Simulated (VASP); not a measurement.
Crystal: WC.

```
W C
1.0
     0.00000    2.19268    2.19268
     2.19268    0.00000    2.19268
     2.19268    2.19268    0.00000
W C
1 1
Direct
  0.98258 0.99518 0.00280
  0.51745 0.50594 0.48678
```

This cell differs from its parent crystal: atoms moved at random.

Base run:

| Quantity | Value |
| --- | --- |
| Program | VASP 6.6.1 |
| Functional | PBE |
| Potentials or basis | VASP PAW PBE potentials, release 64 (W_sv, C) |
| Cutoff | 520 eV |
| k mesh | 10 × 10 × 10 |
| Occupations | fermi-dirac, width 0.05 eV |
| Spin | no spin polarisation |

Its results: band gap on the k mesh zero (band 9 reaches 13.43 eV, above the bottom of band 10 at 10.37 eV); pressure 1.4 GPa; largest force 0.733 eV/Å.

**Question.** The run is repeated on the same cell with these changes: functional from PBE to PBEsol. What comes out?

**Answer.** Band gap on the k mesh zero (band 9 reaches 13.28 eV, above the bottom of band 10 at 10.21 eV); pressure -7.3 GPa; largest force 0.720 eV/Å.

PBEsol binds more tightly than PBE, so the same cell stands under less pressure.

Caveats: spin-orbit coupling is left out, which moves the levels of the heavy elements; the PAW data sets were made with another functional, which shifts forces and pressure a little (some runs).
